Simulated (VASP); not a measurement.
# MgAl30 (a cell with a defect) in VASP: single point with PBE

Aim: the single point of MgAl30 (a cell with a defect) with PBE.

Everything below comes from runs of VASP 6.6.1. Logs are shortened: lines on timing, memory, paths and dates and some standing lists are left out, and cuts for length are marked.

**1. The cell of the first run**

The cell holds a defect, 31 atoms: a = 8.100 Å, b = 8.100 Å, c = 8.100 Å, α = 90.00°, β = 90.00°, γ = 90.00°.

**2. Single point, PBE**

Input file INCAR:

```
SYSTEM = MgAl30
PREC = Accurate ; ENCUT = 520
EDIFF = 1E-6 ; ISMEAR = 0
SIGMA = 0.05 ; LREAL = Auto
LASPH = .TRUE. ; NELM = 80
ALGO = Normal ; ISIF = 2
LWAVE = .FALSE. ; LCHARG = .FALSE.
GGA = PE ; NBANDS = 67
```

Input file KPOINTS:

```
regular mesh
0
G
  3 3 3
  0 0 0
```

Input file POSCAR:

```
MgAl30
1.0
    8.1000000000      0.0000000000      0.0000000000
    0.0000000000      8.1000000000      0.0000000000
    0.0000000000      0.0000000000      8.1000000000
Al Mg
30 1
Direct
    0.4983141027      0.0016770366     -0.0022087810
    0.7504925974      0.2534132301     -0.0032801541
    0.0028325615      0.0014696584     -0.0019680755
    0.2503877945      0.2513784747     -0.0010792190
    0.4979488643      0.4985051757     -0.0017939494
    0.7506389920      0.7477832677     -0.0034499037
    0.2506075258      0.0026446270      0.2473503501
    0.4982298338      0.2522051241      0.2483075012
    0.7504844741      0.5062460216      0.2528177316
    0.4945975083     -0.0004591312      0.5039257185
    0.7505907553      0.2535038576      0.5020441079
    0.7504478854     -0.0027264586      0.7440911162
    0.0028719365      0.4987885678     -0.0018144911
    0.2505818660      0.7492351653     -0.0034011080
    0.0027321398      0.2523272765      0.2485564554
    0.2505040796      0.4971800681      0.2486878160
    0.4944819478      0.7462984288      0.2506926490
    0.0065815737     -0.0003992736      0.5039604438
    0.2506384459      0.2537798642      0.5006394759
    0.5020089120      0.5035598467      0.5008481639
    0.2505488734      0.0015321134      0.7529890696
    0.4979616523      0.2520854179      0.7513737528
    0.7505659939      0.5028587998      0.7471861862
    0.0066308727      0.7464165329      0.2506870299
   -0.0007494767      0.5035462137      0.5010435901
    0.2504960440      0.7480253901      0.5023586587
    0.0031092018      0.2519041312      0.7516330587
    0.2504047474      0.4989160228      0.7512249870
    0.5017753099      0.7491136907      0.7466560996
   -0.0007919972      0.7493769102      0.7468630327
    0.7505357824     -0.0101492500      0.2601392867
```

Potentials or basis: VASP PAW PBE potentials, release 64 (Al, Mg).

Started as:

```sh
$ cat potpaw_PBE.64/Al/POTCAR potpaw_PBE.64/Mg/POTCAR > POTCAR
$ mpirun -np 1 vasp_std > vasp.out
```

OUTCAR:

```text
SYSTEM = MgAl30
   PREC = Accurate
   ENCUT = 520
   EDIFF = 1E-6
   ISMEAR = 0
   LREAL = Auto
   LASPH = .TRUE.
   NELM = 80
   ISIF = 2
   GGA = PE

 ion  position               nearest neighbor table
   1  0.498  0.002  0.998-  21 2.82  22 2.85   7 2.85   4 2.85  14 2.86   8 2.87  29 2.89   2 2.89
                            12 2.90   6 2.90  17 2.91  31 2.95
   2  0.750  0.253  0.997-   5 2.85  27 2.85  13 2.85  22 2.85  23 2.86   8 2.89   1 2.89  15 2.89
                             3 2.89  12 2.91   9 2.91  31 3.02
   3  0.003  0.001  0.998-  21 2.82  27 2.85   7 2.85   4 2.85  14 2.86  15 2.87  30 2.88   2 2.89
                             6 2.90  12 2.90  24 2.91  31 2.95
   4  0.250  0.251  0.999-  27 2.83   5 2.83  13 2.83  22 2.84  28 2.84  16 2.84  21 2.84   7 2.85
                             8 2.85  15 2.85   3 2.85   1 2.85
   5  0.498  0.499  0.998-  22 2.83  28 2.83   4 2.83   8 2.84   2 2.85  16 2.85  14 2.85  17 2.87
                             6 2.88  29 2.88  23 2.88   9 2.91
   6  0.751  0.748  0.997-  23 2.83   9 2.85  30 2.85  29 2.86  13 2.87  12 2.87   5 2.88   3 2.90
                            31 2.90   1 2.90  24 2.92  17 2.92
   7  0.251  0.003  0.247-   3 2.85   4 2.85   8 2.85   1 2.85  15 2.85  24 2.87  17 2.87  10 2.87
                            18 2.87  14 2.89  19 2.89  26 2.92
   8  0.498  0.252  0.248-  16 2.82   5 2.84   7 2.85   4 2.85  19 2.86   1 2.87   2 2.89  20 2.89
                            11 2.90   9 2.90  10 2.91  31 2.95
   9  0.750  0.506  0.253-  17 2.84  20 2.84  24 2.84  25 2.85   6 2.85  11 2.88  15 2.90   8 2.90
[... 31 lines left out ...]
  25  0.999  0.504  0.501-  30 2.82  24 2.83  23 2.83  26 2.84   9 2.85  11 2.86  19 2.87  28 2.87
                            27 2.88  16 2.88  15 2.89
  26  0.250  0.748  0.502-  18 2.84  24 2.84  29 2.84  10 2.84  17 2.84  25 2.84  30 2.84  20 2.84
                            28 2.85  21 2.89  16 2.89   7 2.92
  27  0.003  0.252  0.752-  13 2.83  28 2.83   4 2.83   3 2.85   2 2.85  21 2.85  19 2.86  18 2.86
                            11 2.88  25 2.88  23 2.88  12 2.91
  28  0.250  0.499  0.751-  27 2.83  22 2.83  13 2.83   5 2.83   4 2.84  14 2.84  19 2.84  26 2.85
                            25 2.87  29 2.87  30 2.87  20 2.88
  29  0.502  0.749  0.747-  20 2.81  10 2.83  23 2.84  26 2.84  12 2.85   6 2.86  14 2.87  28 2.87
                             5 2.88   1 2.89  21 2.89
  30  0.999  0.749  0.747-  25 2.82  18 2.83  23 2.84  26 2.84  12 2.84   6 2.85  14 2.87  28 2.87
                            13 2.87   3 2.88  21 2.88
  31  0.751  0.990  0.260-  24 2.86  17 2.86  10 2.86  18 2.86  11 2.90   6 2.90   3 2.95   1 2.95
                             8 2.95  15 2.95   2 3.02

  LATTYP: Found a simple cubic cell.
 ALAT       =     8.1000000000

  Lattice vectors:

 A1 = (   8.1000000000,   0.0000000000,   0.0000000000)
 A2 = (   0.0000000000,   8.1000000000,   0.0000000000)
 A3 = (   0.0000000000,   0.0000000000,   8.1000000000)

Analysis of symmetry for initial positions (statically):
=====================================================================
 Subroutine PRICEL returns:
 Original cell was already a primitive cell.

 Routine SETGRP: Setting up the symmetry group for a
 simple cubic supercell.

 Subroutine GETGRP returns: Found  1 space group operations
 (whereof  1 operations were pure point group operations)
 out of a pool of 48 trial point group operations.

The static configuration has the point symmetry C_1 .

Analysis of symmetry for dynamics (positions and initial velocities):
=====================================================================
 Subroutine PRICEL returns:
 Original cell was already a primitive cell.

 Routine SETGRP: Setting up the symmetry group for a
 simple cubic supercell.

 Subroutine GETGRP returns: Found  1 space group operations
 (whereof  1 operations were pure point group operations)
 out of a pool of 48 trial point group operations.

The dynamic configuration has the point symmetry C_1 .

 Subroutine INISYM returns: Found  1 space group operations
 (whereof  1 operations are pure point group operations),
 and found     1 'primitive' translations

----------------------------------------------------------------------------------------

                                     Primitive cell

  volume of cell :     531.4410

  direct lattice vectors                    reciprocal lattice vectors
     8.100000000  0.000000000  0.000000000     0.123456790  0.000000000  0.000000000
     0.000000000  8.100000000  0.000000000     0.000000000  0.123456790  0.000000000
     0.000000000  0.000000000  8.100000000     0.000000000  0.000000000  0.123456790

  length of vectors
     8.100000000  8.100000000  8.100000000     0.123456790  0.123456790  0.123456790

[... 83 lines left out ...]
     0.041152263  0.041152263  0.041152263

  Shift w.r.t. Gamma in fractional coordinates (k-lattice)
     0.000000000  0.000000000  0.000000000

 Subroutine IBZKPT returns following result:
 ===========================================

 Found     14 irreducible k-points:

 Following reciprocal coordinates:
            Coordinates               Weight
  0.000000  0.000000  0.000000      1.000000
  0.333333  0.000000  0.000000      2.000000
  0.000000  0.333333  0.000000      2.000000
  0.000000  0.000000  0.333333      2.000000
  0.333333  0.333333  0.000000      2.000000
  0.000000  0.333333  0.333333      2.000000
  0.333333  0.000000  0.333333      2.000000
 -0.333333  0.333333  0.000000      2.000000
 -0.333333  0.000000  0.333333      2.000000
  0.000000 -0.333333  0.333333      2.000000
  0.333333  0.333333  0.333333      2.000000
 -0.333333  0.333333  0.333333      2.000000
 -0.333333 -0.333333  0.333333      2.000000
  0.333333 -0.333333  0.333333      2.000000
   k-points           NKPTS =     14   k-points in BZ     NKDIM =     14   number of bands    NBANDS=     67
   number of dos      NEDOS =    301   number of ions     NIONS =     31
   total plane-waves  NPLWV = 216000
   dimension x,y,z NGX =    60 NGY =   60 NGZ =   60
   dimension x,y,z NGXF=   120 NGYF=  120 NGZF=  120
   ions per type =              30   1
   NGX,Y,Z   is equivalent  to a cutoff of  12.31, 12.31, 12.31 a.u.
   NGXF,Y,Z  is equivalent  to a cutoff of  24.63, 24.63, 24.63 a.u.
 SYSTEM =  MgAl30
   PREC   = accura    normal or accurate (medium, high low for compatibility)
   ISTART =      0    job   : 0-new  1-cont  2-samecut
   ICHARG =      2    charge: 1-file 2-atom 10-const
   ISPIN  =      1    spin polarized calculation?
   LNONCOLLINEAR =      F non collinear calculations
   LSORBIT =      F    spin-orbit coupling
   LASPH  =      T    aspherical Exc in radial PAW
   ENCUT  =  520.0 eV  38.22 Ry    6.18 a.u.  15.06 15.06 15.06*2*pi/ulx,y,z
   NELM   =     80;   NELMIN=  2; NELMDL= -5     # of ELM steps
   EDIFF  = 0.1E-05   stopping-criterion for ELM
   LREAL  =      T    real-space projection
   EDIFFG = 0.1E-04   stopping-criterion for IOM
   NSW    =      0    number of steps for IOM
   IBRION =     -1    ionic relax: 0-MD 1-quasi-New 2-CG
   NFREE  =      0    steps in history (QN), initial steepest desc. (CG)
   ISIF   =      2    stress and relaxation
   ISYM   =      2    0-nonsym 1-usesym 2-fastsym
   POTIM  = 0.5000    time-step for ionic-motion
   TEBEG  =    0.0;   TEEND  =   0.0 temperature during run
   PSTRESS=    0.0 pullay stress
   NELECT =      92.0000    total number of electrons
   NUPDOWN=      -1.0000    fix difference up-down
   EMIN   =  10.00;   EMAX   =-10.00  energy-range for DOS
   EFERMI =   0.00;   METHOD = LEGACY
   ISMEAR =     0;   SIGMA  =   0.05  broadening in eV -4-tet -1-fermi 0-gaus
   EFERMI_NEDOS =   21; number of points for ismear=-14 and -15
   IALGO  =     38    algorithm
   IMIX   =      4    mixing-type and parameters
     AMIX     =   0.40;   BMIX     =  1.00
     AMIX_MAG =   1.60;   BMIX_MAG =  1.00
  volume/ion in A,a.u.               =      17.14       115.69
  Fermi-wavevector in a.u.,A,eV,Ry     =   0.912401  1.724188 11.326518  0.832476
  Thomas-Fermi vector in A             =   2.036792
   LORBIT       =      0    0 simple, 1 ext, 2 COOP (PROOUT), +10 PAW based schemes
   GGA     = PE    functional components
   LHFCALC =     F    Hartree Fock is set to
   AEXX    =    0.0000 exact exchange contribution
   IVDW    =     0    specifies the selected vdW correction
   LEPSILON=     F    determine dielectric tensor
   LRPA    =     F    only Hartree local field effects (RPA)
 non-spin polarized calculation
 Gauss-broadening in eV      SIGMA  =   0.05
  energy-cutoff  :      520.00
  volume of cell :      531.44
 maximum number of plane-waves:     14358
   NGX = 31   NGY = 31   NGZ = 31

 number of electron      92.0000000 magnetization

 Free energy of the ion-electron system (eV)
  ---------------------------------------------------
  ext. energy  EPLUGINS =         0.00000000
  ---------------------------------------------------
  free energy    TOTEN  =      -113.56890666 eV

  energy without entropy =     -113.55382451  energy(sigma->0) =     -113.56136559

 E-fermi :   7.3383     XC(G=0): -10.0074

 val. band max:        7.3052340988   @ k =  -0.3333   0.0000   0.3333
 cond. band min:       7.3436959081   @ k =   0.3333  -0.3333   0.3333
 fundamental gap:      0.0384618092
 Fermi energy:         7.3383003616

 k-point     1 :       0.0000    0.0000    0.0000
  band No.  band energies     occupation
      1      -3.4515      2.00000
      2      -1.3342      2.00000
      3      -1.3166      2.00000
      4      -1.2998      2.00000
      5      -1.2629      2.00000
      6      -1.1064      2.00000
[... 843 lines left out ...]
     57       9.1897      0.00000
     58       9.4146      0.00000
 [bands above 58 left out]

------------------------ aborting loop because EDIFF is reached ----------------------------------------

  FORCE on cell =-STRESS in cart. coord.  units (eV):
  Direction    XX          YY          ZZ          XY          YZ          ZX
  --------------------------------------------------------------------------------------
  -------------------------------------------------------------------------------------
  Total       -0.8784153     -1.7542382     -1.7432441     -0.0102249      0.6564279      0.0024522
  in kB       -2.6482284     -5.2886411     -5.2554963     -0.0308258      1.9789854      0.0073928
  external PRESSURE =      -4.3974553 kB  Pullay stress =       0.0000000 kB

 VOLUME and BASIS-vectors are now :
 -----------------------------------------------------------------------------
  energy-cutoff  :      520.00
  volume of cell :      531.44
      direct lattice vectors                 reciprocal lattice vectors
     8.100000000  0.000000000  0.000000000     0.123456790  0.000000000  0.000000000
     0.000000000  8.100000000  0.000000000     0.000000000  0.123456790  0.000000000
     0.000000000  0.000000000  8.100000000     0.000000000  0.000000000  0.123456790

 POSITION                                       TOTAL-FORCE (eV/Angst)
 -----------------------------------------------------------------------------------
      4.03634      0.01358      8.08211        -0.004569      0.002719      0.000953
      6.07899      2.05265      8.07343         0.001960     -0.004587      0.002429
      0.02294      0.01190      8.08406        -0.000384      0.010895     -0.000606
      2.02814      2.03617      8.09126         0.003939      0.001153     -0.006494
      4.03339      4.03789      8.08547        -0.007404     -0.000120     -0.003762
      6.08018      6.05704      8.07206        -0.008733     -0.001582      0.000958
[... 23 lines left out ...]
      8.09358      6.06995      6.04959        -0.004642     -0.004735     -0.008783
      6.07934      8.01779      2.10713        -0.000366      0.009198     -0.006024
 -----------------------------------------------------------------------------------
    total drift:                                0.008974      0.018570     -0.019204

  FREE ENERGIE OF THE ION-ELECTRON SYSTEM (eV)
  ---------------------------------------------------
  free  energy   TOTEN  =      -113.5689066648 eV

  energy  without entropy=     -113.5538245146  energy(sigma->0) =     -113.56136559
```

Wall time 8.3 min (1 thread of AMD EPYC 7R13 (Zen 3), shared host); peak memory 0.62 GiB.

What came out:

```
Free energy            : -113.5689 eV
Pressure               : -0.4 GPa
Largest force          : 0.015 eV/Å
Band gap on the k mesh : zero (bands 46 and 47 overlap by 0.57 eV)
```

Forces on the atoms (eV/Å):
```
Al  -0.005  0.003  0.001
Al   0.002 -0.005  0.002
Al   0.000  0.011 -0.001
Al   0.004  0.001 -0.006
Al  -0.007  0.000 -0.004
Al  -0.009 -0.002  0.001
Al  -0.002  0.011 -0.003
Al   0.000 -0.001  0.001
Al   0.004 -0.003  0.004
Al   0.000 -0.002  0.002
Al  -0.001  0.003  0.009
Al   0.003 -0.001  0.000
Al   0.011 -0.010  0.001
Al   0.001  0.008 -0.010
Al   0.001 -0.003 -0.005
Al   0.000 -0.001 -0.004
Al   0.002 -0.004 -0.002
Al  -0.002  0.001  0.002
Al  -0.003  0.002 -0.002
Al   0.004 -0.001  0.002
Al   0.002  0.005  0.005
Al  -0.007 -0.001  0.009
Al  -0.002  0.002 -0.002
Al  -0.002 -0.008  0.004
Al  -0.008  0.002  0.000
Al   0.002 -0.006  0.002
Al   0.002  0.001  0.001
Al   0.005 -0.004  0.006
Al   0.011 -0.002  0.002
Al  -0.005 -0.005 -0.009
Mg   0.000  0.009 -0.006
```

Stress tensor (GPa, compression positive):
```
-0.26  0.00  0.00
 0.00 -0.53  0.20
 0.00  0.20 -0.53
```

Levels at points of the mesh, in eV from the Fermi level:
```tsv
k point	band 45	band 46	band 47	band 48	band 49	band 50
(0.00, 0.00, 0.00)	-0.13	0.42	0.53	0.55	0.56	0.61
```
